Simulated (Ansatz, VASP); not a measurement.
## One calculation of Ti, two programs

File INCAR:

```
SYSTEM = Ti
  PREC = Accurate
  ENCUT = 600
  EDIFF = 1E-7
  ISMEAR = -1
  SIGMA = 0.05
  LREAL = .FALSE.
  LASPH = .TRUE.
  NELM = 80
  ALGO = Normal
  ISIF = 3
  LWAVE = .FALSE.
  LCHARG = .FALSE.
  GGA = PE
  IVDW = 12
  IBRION = 2
  NSW = 60
  EDIFFG = -0.01
```

KPOINTS

```
regular mesh
0
G
  11 11 11
  0 0 0
```

Contents of POSCAR:

```
Ti
1.0
    0.0000000000      2.0300000000      2.0300000000
    2.0300000000      0.0000000000      2.0300000000
    2.0300000000      2.0300000000      0.0000000000
Ti
1
Direct
    0.0000000000      0.0000000000      0.0000000000
```

File input.yaml:

```yaml
crystal:
  lattice:
    - [0.0, 2.03, 2.03]
    - [2.03, 0.0, 2.03]
    - [2.03, 2.03, 0.0]
  atoms:
    - { symbol: Ti, position: [0.0, 0.0, 0.0] }
hamiltonian:
  xc: pbe
  pseudopotentials: { kind: paw }
  dispersion: d3bj
kpoints:
  mp_grid: { grid: [11, 11, 11] }
scf:
  occupations: { method: fermi_dirac, width: 0.05 }
output:
  forces: true
  stress: true
  eigenvalues: true
relax:
  f_tol: 0.01
  max_steps: 40
  cell: { stress_tol: 0.05 }
```

Alike in both runs: task relaxation of cell and atoms; functional PBE; dispersion D3(BJ); k mesh 11 × 11 × 11; occupations fermi-dirac, width 0.05 eV; no spin polarisation.

|  | VASP | Ansatz |
| --- | --- | --- |
| version | VASP 6.6.1 | Ansatz 0.2.0 |
| potentials or method | VASP PAW PBE potentials, release 64 (Ti_sv) | Ansatz PAW |
| plane-wave cutoff (eV) | 600 | 420 |
| valence electrons in the cell | 12 | 12 |

VASP gave:

```
gap on the k mesh at the Fermi level, each at its own relaxed structure (eV) : none
relaxed volume (Å³/atom)                                                     : 16.37
relaxed cell length with the largest relative difference (Å)                 : 2.850
```

Task: What did Ansatz give for the same quantities?

Result: gap on the k mesh at the Fermi level, each at its own relaxed structure (eV): none; relaxed volume (Å³/atom): 16.43; relaxed cell length with the largest relative difference (Å): 2.853.

A gap of «none» marks a metal or a gap that the smearing closes.

Noted on Ansatz's run: the plane-wave basis is chosen anew once the cell has moved, so the energies of steps on either side of that aren't comparable.
